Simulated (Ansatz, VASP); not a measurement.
# Two plane-wave programs on TaN

```xyz
6
Lattice="5.1880 0.0000 0.0000 -2.5940 4.4929 0.0000 0.0000 0.0000 2.9052" Properties=species:S:1:pos:R:3 pbc="T T T"
Ta    0.0000    2.9953    1.4526
Ta    2.5940    1.4976    1.4526
Ta    0.0000    0.0000    0.0000
N     2.0410    0.0000    0.0000
N     1.5735    2.7254    0.0000
N    -1.0205    1.7675    0.0000
```

Alike in both runs: functional PBE; dispersion D3(BJ); k mesh 12 × 12 × 12; occupations gaussian, width 0.1 eV; no spin polarisation.

Ansatz relaxed the structure, and its values are those at the end. VASP's run is a single point on that final structure, the one shown.

|  | VASP | Ansatz |
| --- | --- | --- |
| version | VASP 6.6.1 | Ansatz 0.2.0 |
| potentials or method | VASP PAW PBE potentials, release 64 (Ta_pv, N), cutoff 520 eV | scalar-relativistic, plane waves, PAW |
| valence electrons in the cell | 48 | 54 |

VASP gave:

| Property | Result |
| --- | --- |
| gap on the k mesh at the Fermi level (eV) | none |
| pressure (GPa) | 0.7 |

Q: Which values does Ansatz return?

A: gap on the k mesh at the Fermi level (eV): none; pressure (GPa): 0.0.

A gap of «none» marks a metal or a gap that the smearing closes. VASP's potentials hold 48 valence electrons a cell and Ansatz's 54, so a difference there can come from the potentials and not from the codes.

Spin-orbit coupling is off throughout.
